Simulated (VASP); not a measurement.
# AlN (R-3m) in VASP: further runs

The runs below take AlN through single point, with PBE.

Program: VASP 6.6.1. These are calculated values, not measurements. Logs are shortened: lines on timing, memory, paths and dates and some standing lists are left out, and cuts for length are marked.

## 1. The cell of the first run

Symmetry: R-3m, No. 166, trigonal system. Conventional cell: a = 2.786 Å, b = 2.786 Å, c = 6.621 Å, α = 90.00°, β = 90.00°, γ = 120.00°. Within 2.6 Å of Al (site symmetry -3m) lie 6 N at 1.95 Å. Within 2.6 Å of N (site symmetry -3m) lie 6 Al at 1.95 Å.

## 2. Single point, PBE

Input file INCAR:

```
PREC = Accurate
ENCUT = 520
EDIFF = 1E-6
ISMEAR = 0
SIGMA = 0.05
LREAL = False
LASPH = True
NELM = 80
ALGO = Normal
ISIF = 2
LWAVE = False
LCHARG = False
GGA = PE
NBANDS = 11
```

Input file KPOINTS:

```
regular mesh
0
Gamma
  10 10 10
```

Input file POSCAR:

```
AlN
1.0
   -0.0390002058      1.9307071556      1.9307071556
    1.9307071556     -0.0390002058      1.9307071556
    1.9307071556      1.9307071556     -0.0390002058
Al N
1 1
Direct
    0.5000000000      0.5000000000      0.5000000000
    0.0000000000      0.0000000000      0.0000000000
```

Potentials or basis: VASP PAW PBE potentials, release 64 (Al, N).

The run is started by

```bash
> cat potpaw_PBE.64/Al/POTCAR potpaw_PBE.64/N/POTCAR > POTCAR
> mpirun -np 1 vasp_std > vasp.out
```

OUTCAR:

```text
PREC = Accurate
   ENCUT = 520
   EDIFF = 1E-6
   ISMEAR = 0
   LREAL = False
   LASPH = True
   NELM = 80
   ISIF = 2
   GGA = PE

 ion  position               nearest neighbor table
   1  0.500  0.500  0.500-   2 1.95   2 1.95   2 1.95   2 1.95   2 1.95   2 1.95
   2  0.000  0.000  0.000-   1 1.95   1 1.95   1 1.95   1 1.95   1 1.95   1 1.95

  LATTYP: Found a trigonal (rhomboedric) cell.
 ALAT       =     2.7307107605
 COS(alpha) =     0.4797021723

  Lattice vectors:

 A1 = (  -0.0390002058,   1.9307071556,   1.9307071556)
 A2 = (   1.9307071556,  -0.0390002058,   1.9307071556)
 A3 = (   1.9307071556,   1.9307071556,  -0.0390002058)

Analysis of symmetry for initial positions (statically):
=====================================================================
 Subroutine PRICEL returns:
 Original cell was already a primitive cell.

 Routine SETGRP: Setting up the symmetry group for a
 trigonal (rhombohedral) supercell.

 Subroutine GETGRP returns: Found 12 space group operations
 (whereof 12 operations were pure point group operations)
 out of a pool of 12 trial point group operations.

The static configuration has the point symmetry D_3d.

Analysis of symmetry for dynamics (positions and initial velocities):
=====================================================================
 Subroutine PRICEL returns:
 Original cell was already a primitive cell.

 Routine SETGRP: Setting up the symmetry group for a
 trigonal (rhombohedral) supercell.

 Subroutine GETGRP returns: Found 12 space group operations
 (whereof 12 operations were pure point group operations)
 out of a pool of 12 trial point group operations.

The dynamic configuration has the point symmetry D_3d.

 Subroutine INISYM returns: Found 12 space group operations
 (whereof 12 operations are pure point group operations),
 and found     1 'primitive' translations

----------------------------------------------------------------------------------------

                                     Primitive cell

  volume of cell :      14.8300

  direct lattice vectors                    reciprocal lattice vectors
    -0.039000206  1.930707156  1.930707156    -0.251254828  0.256434801  0.256434801
     1.930707156 -0.039000206  1.930707156     0.256434801 -0.251254828  0.256434801
     1.930707156  1.930707156 -0.039000206     0.256434801  0.256434801 -0.251254828

  length of vectors
     2.730710760  2.730710760  2.730710760     0.441187719  0.441187719  0.441187719

[... 83 lines left out ...]
   NSW    =      0    number of steps for IOM
   IBRION =     -1    ionic relax: 0-MD 1-quasi-New 2-CG
   NFREE  =      0    steps in history (QN), initial steepest desc. (CG)
   ISIF   =      2    stress and relaxation
   ISYM   =      2    0-nonsym 1-usesym 2-fastsym
   POTIM  = 0.5000    time-step for ionic-motion
   TEBEG  =    0.0;   TEEND  =   0.0 temperature during run
   PSTRESS=    0.0 pullay stress
   NELECT =       8.0000    total number of electrons
   NUPDOWN=      -1.0000    fix difference up-down
   EMIN   =  10.00;   EMAX   =-10.00  energy-range for DOS
   EFERMI =   0.00;   METHOD = LEGACY
   ISMEAR =     0;   SIGMA  =   0.05  broadening in eV -4-tet -1-fermi 0-gaus
   EFERMI_NEDOS =   21; number of points for ismear=-14 and -15
   IALGO  =     38    algorithm
   IMIX   =      4    mixing-type and parameters
     AMIX     =   0.40;   BMIX     =  1.00
     AMIX_MAG =   1.60;   BMIX_MAG =  1.00
  volume/ion in A,a.u.               =       7.42        50.04
  Fermi-wavevector in a.u.,A,eV,Ry     =   1.332676  2.518392 24.164277  1.776024
  Thomas-Fermi vector in A             =   2.461592
   LORBIT       =      0    0 simple, 1 ext, 2 COOP (PROOUT), +10 PAW based schemes
   GGA     = PE    functional components
   LHFCALC =     F    Hartree Fock is set to
   AEXX    =    0.0000 exact exchange contribution
   IVDW    =     0    specifies the selected vdW correction
   LEPSILON=     F    determine dielectric tensor
   LRPA    =     F    only Hartree local field effects (RPA)
 non-spin polarized calculation
 Gauss-broadening in eV      SIGMA  =   0.05
  energy-cutoff  :      520.00
  volume of cell :       14.83
 maximum number of plane-waves:       410
   NGX = 11   NGY = 11   NGZ = 11

 number of electron       7.9999999 magnetization

 Free energy of the ion-electron system (eV)
  ---------------------------------------------------
  ext. energy  EPLUGINS =         0.00000000
  ---------------------------------------------------
  free energy    TOTEN  =       -14.29067587 eV

  energy without entropy =      -14.29067587  energy(sigma->0) =      -14.29067587

 E-fermi :  11.9629     XC(G=0): -12.8025

 val. band max:       11.7283454044   @ k =   0.0000   0.0000   0.0000
 cond. band min:      16.3763952097   @ k =   0.5000   0.5000   0.0000
 fundamental gap:      4.6480498053
 Fermi energy:        11.9629115182

 k-point     1 :       0.0000    0.0000    0.0000
  band No.  band energies     occupation
      1      -7.1424      2.00000
      2      11.2905      2.00000
      3      11.2905      2.00000
      4      11.7283      2.00000
      5      18.7069      0.00000
      6      23.6115      0.00000
      7      23.6115      0.00000
      8      24.6924      0.00000
      9      29.3438      0.00000
     10      30.0495      0.00000
     11      30.0495      0.00000
[... 309 lines left out ...]
 k-point    24 :       0.4000    0.3000    0.0000
  band No.  band energies     occupation
      1      -3.7631      2.00000
      2       5.1073      2.00000
      3       8.1615      2.00000
      4       9.1245      2.00000
      5      18.0501      0.00000
      6      18.9879      0.00000
      7      24.8774      0.00000
      8      28.6230      0.00000
      9      29.1965      0.00000
     10      34.5551      0.00000
     11      37.8492      0.00000

 [... further k-points ...]
[... 5 lines left out ...]
  --------------------------------------------------------------------------------------
  -------------------------------------------------------------------------------------
  Total        3.8325241      3.8325241      3.8325241      0.6537421      0.6537421      0.6537421
  in kB      414.0514620    414.0514620    414.0514620     70.6278322     70.6278322     70.6278322
  external PRESSURE =     414.0514620 kB  Pullay stress =       0.0000000 kB

 VOLUME and BASIS-vectors are now :
 -----------------------------------------------------------------------------
  energy-cutoff  :      520.00
  volume of cell :       14.83
      direct lattice vectors                 reciprocal lattice vectors
    -0.039000206  1.930707156  1.930707156    -0.251254828  0.256434801  0.256434801
     1.930707156 -0.039000206  1.930707156     0.256434801 -0.251254828  0.256434801
     1.930707156  1.930707156 -0.039000206     0.256434801  0.256434801 -0.251254828

 POSITION                                       TOTAL-FORCE (eV/Angst)
 -----------------------------------------------------------------------------------
      1.91121      1.91121      1.91121        -0.000000      0.000000     -0.000000
      0.00000      0.00000      0.00000         0.000000     -0.000000      0.000000
 -----------------------------------------------------------------------------------
    total drift:                                0.000000     -0.000000     -0.000000

  FREE ENERGIE OF THE ION-ELECTRON SYSTEM (eV)
  ---------------------------------------------------
  free  energy   TOTEN  =       -14.2906758724 eV

  energy  without entropy=      -14.2906758724  energy(sigma->0) =      -14.29067587
```

stdout:

```text
POSCAR found type information on POSCAR AlN
 POSCAR found :  2 types and       2 ions
 scaLAPACK will be used
 LDA part: xc-table for (Slater+PW92), standard interpolation
 POSCAR, INCAR and KPOINTS ok, starting setup
 FFT: planning ... GRIDC
 FFT: planning ... GRID_SOFT
 FFT: planning ... GRID
 WAVECAR not read
 entering main loop
```

Wall time 27 s (1 thread of Intel Xeon 8259CL, shared host); peak memory 0.13 GiB.

What came out:

- Free energy: -14.2907 eV
- Pressure: 41.4 GPa
- Band gap on the k mesh: 4.65 eV, indirect (least direct gap 6.98 eV)

Stress tensor (GPa, compression positive):
```
41.41  7.06  7.06
 7.06 41.41  7.06
 7.06  7.06 41.41
```

A k mesh can miss the band edges.

## 3. Single point, PBE

This run uses another cell than the first one, of the same volume but with other edges.

Input file INCAR:

```
ALGO = Normal
EDIFF = 1E-7
ENCUT = 520
GGA = PE
ISIF = 2
ISMEAR = 0
LASPH = True
LCHARG = False
LREAL = False
LWAVE = False
NBANDS = 11
NELM = 100
PREC = Accurate
SIGMA = 0.05
```

Input file KPOINTS:

```
k-points
0
Gamma
  10 10 10
```

Input file POSCAR:

```
AlN
1.0
    0.0393825506      1.9698997376      1.9698997376
    1.9698997376      0.0393825506      1.9698997376
    1.9698997376      1.9698997376      0.0393825506
Al N
1 1
Direct
    0.5000000000      0.5000000000      0.5000000000
    0.0000000000      0.0000000000      0.0000000000
```

Potentials or basis: VASP PAW PBE potentials, release 64 (Al, N).

The run is started by

```bash
> cat potpaw_PBE.64/Al/POTCAR potpaw_PBE.64/N/POTCAR > POTCAR
> mpirun -np 1 vasp_std > vasp.out
```

OUTCAR:

```text
EDIFF = 1E-7
   ENCUT = 520
   GGA = PE
   ISIF = 2
   ISMEAR = 0
   LASPH = True
   LREAL = False
   NELM = 100
   PREC = Accurate

 ion  position               nearest neighbor table
   1  0.500  0.500  0.500-   2 1.95   2 1.95   2 1.95   2 1.95   2 1.95   2 1.95
   2  0.000  0.000  0.000-   1 1.95   1 1.95   1 1.95   1 1.95   1 1.95   1 1.95

  LATTYP: Found a trigonal (rhomboedric) cell.
 ALAT       =     2.7861372790
 COS(alpha) =     0.5198882638

  Lattice vectors:

 A1 = (   0.0393825506,   1.9698997376,   1.9698997376)
 A2 = (   1.9698997376,   0.0393825506,   1.9698997376)
 A3 = (   1.9698997376,   1.9698997376,   0.0393825506)

Analysis of symmetry for initial positions (statically):
=====================================================================
 Subroutine PRICEL returns:
 Original cell was already a primitive cell.

 Routine SETGRP: Setting up the symmetry group for a
 trigonal (rhombohedral) supercell.

 Subroutine GETGRP returns: Found 12 space group operations
 (whereof 12 operations were pure point group operations)
 out of a pool of 12 trial point group operations.

The static configuration has the point symmetry D_3d.

Analysis of symmetry for dynamics (positions and initial velocities):
=====================================================================
 Subroutine PRICEL returns:
 Original cell was already a primitive cell.

 Routine SETGRP: Setting up the symmetry group for a
 trigonal (rhombohedral) supercell.

 Subroutine GETGRP returns: Found 12 space group operations
 (whereof 12 operations were pure point group operations)
 out of a pool of 12 trial point group operations.

The dynamic configuration has the point symmetry D_3d.

 Subroutine INISYM returns: Found 12 space group operations
 (whereof 12 operations are pure point group operations),
 and found     1 'primitive' translations

----------------------------------------------------------------------------------------

                                     Primitive cell

  volume of cell :      14.8300
[... 112 lines left out ...]
  Thomas-Fermi vector in A             =   2.461592
   LORBIT       =      0    0 simple, 1 ext, 2 COOP (PROOUT), +10 PAW based schemes
   GGA     = PE    functional components
   LHFCALC =     F    Hartree Fock is set to
   AEXX    =    0.0000 exact exchange contribution
   IVDW    =     0    specifies the selected vdW correction
   LEPSILON=     F    determine dielectric tensor
   LRPA    =     F    only Hartree local field effects (RPA)
 non-spin polarized calculation
 Gauss-broadening in eV      SIGMA  =   0.05
  energy-cutoff  :      520.00
  volume of cell :       14.83
 maximum number of plane-waves:       407
 NGX is ok and might be reduce to    24

 number of electron       8.0000001 magnetization

 Free energy of the ion-electron system (eV)
  ---------------------------------------------------
  ext. energy  EPLUGINS =         0.00000000
  ---------------------------------------------------
  free energy    TOTEN  =       -14.28976464 eV

  energy without entropy =      -14.28976464  energy(sigma->0) =      -14.28976464

 E-fermi :  11.7877     XC(G=0): -12.8025

 val. band max:       11.5945270837   @ k =   0.0000   0.0000   0.0000
 cond. band min:      16.3760260710   @ k =   0.5000   0.5000   0.0000
 fundamental gap:      4.7814989873
 Fermi energy:        11.7877448212

 k-point     1 :       0.0000    0.0000    0.0000
  band No.  band energies     occupation
      1      -7.1424      2.00000
      2      11.1209      2.00000
      3      11.5945      2.00000
      4      11.5945      2.00000
      5      18.6883      0.00000
      6      23.3771      0.00000
      7      24.2773      0.00000
      8      24.2773      0.00000
      9      29.3409      0.00000
     10      30.0498      0.00000
     11      30.0498      0.00000
[... 309 lines left out ...]
 k-point    24 :       0.4000    0.3000    0.0000
  band No.  band energies     occupation
      1      -3.7546      2.00000
      2       5.1577      2.00000
      3       8.4977      2.00000
      4       8.6970      2.00000
      5      17.6866      0.00000
      6      19.3952      0.00000
      7      24.8906      0.00000
      8      28.3484      0.00000
      9      29.4363      0.00000
     10      34.4716      0.00000
     11      37.9868      0.00000

 [... further k-points ...]
[... 5 lines left out ...]
  --------------------------------------------------------------------------------------
  -------------------------------------------------------------------------------------
  Total        3.8335771      3.8335771      3.8335771     -0.6996019     -0.6996019     -0.6996019
  in kB      414.1652263    414.1652263    414.1652263    -75.5823584    -75.5823584    -75.5823584
  external PRESSURE =     414.1652263 kB  Pullay stress =       0.0000000 kB

 VOLUME and BASIS-vectors are now :
 -----------------------------------------------------------------------------
  energy-cutoff  :      520.00
  volume of cell :       14.83
      direct lattice vectors                 reciprocal lattice vectors
     0.039382551  1.969899738  1.969899738    -0.261561294  0.256434612  0.256434612
     1.969899738  0.039382551  1.969899738     0.256434612 -0.261561294  0.256434612
     1.969899738  1.969899738  0.039382551     0.256434612  0.256434612 -0.261561294

 POSITION                                       TOTAL-FORCE (eV/Angst)
 -----------------------------------------------------------------------------------
      1.98959      1.98959      1.98959        -0.000000      0.000000     -0.000000
      0.00000      0.00000      0.00000         0.000000      0.000000      0.000000
 -----------------------------------------------------------------------------------
    total drift:                                0.000000     -0.000000     -0.000000

  FREE ENERGIE OF THE ION-ELECTRON SYSTEM (eV)
  ---------------------------------------------------
  free  energy   TOTEN  =       -14.2897646416 eV

  energy  without entropy=      -14.2897646416  energy(sigma->0) =      -14.28976464
```

OSZICAR:

```text
N       E                     dE             d eps       ncg     rms          rms(c)
DAV:   1     0.832318998391E+01    0.83232E+01   -0.40909E+03  2579   0.676E+02
DAV:   2    -0.155372706958E+02   -0.23860E+02   -0.23033E+02  3070   0.132E+02
DAV:   3    -0.161513229240E+02   -0.61405E+00   -0.61302E+00  3073   0.189E+01
DAV:   4    -0.161531317955E+02   -0.18089E-02   -0.18087E-02  2843   0.110E+00
DAV:   5    -0.161531443366E+02   -0.12541E-04   -0.12541E-04  2996   0.935E-02    0.809E+00
DAV:   6    -0.143255719219E+02    0.18276E+01   -0.70177E+00  2819   0.148E+01    0.299E+00
DAV:   7    -0.142950323918E+02    0.30540E-01   -0.26034E-01  2898   0.354E+00    0.192E+00
DAV:   8    -0.142900841138E+02    0.49483E-02   -0.14734E-02  2756   0.105E+00    0.374E-01
DAV:   9    -0.142897239814E+02    0.36013E-03   -0.13643E-03  2894   0.235E-01    0.170E-01
DAV:  10    -0.142897725753E+02   -0.48594E-04   -0.14612E-04  2858   0.862E-02    0.589E-02
DAV:  11    -0.142897647680E+02    0.78073E-05   -0.26310E-05  2990   0.301E-02    0.786E-03
DAV:  12    -0.142897646624E+02    0.10556E-06   -0.77168E-07  2789   0.750E-03    0.115E-03
DAV:  13    -0.142897646416E+02    0.20786E-07   -0.19889E-08  1489   0.924E-04
   1 F= -.14289765E+02 E0= -.14289765E+02  d E =-.184503E-10
```

Wall time 33 s (1 thread of Intel Xeon 8259CL, shared host); peak memory 0.15 GiB.

What came out:

* Free energy: -14.2898 eV
* Pressure: 41.4 GPa
* Band gap on the k mesh: 4.78 eV, indirect (least direct gap 7.09 eV)

Stress tensor (GPa, compression positive):
```
41.42 -7.56 -7.56
-7.56 41.42 -7.56
-7.56 -7.56 41.42
```

A k mesh can miss the band edges. A hybrid or GW would open this gap; PBE tends to underestimate it.
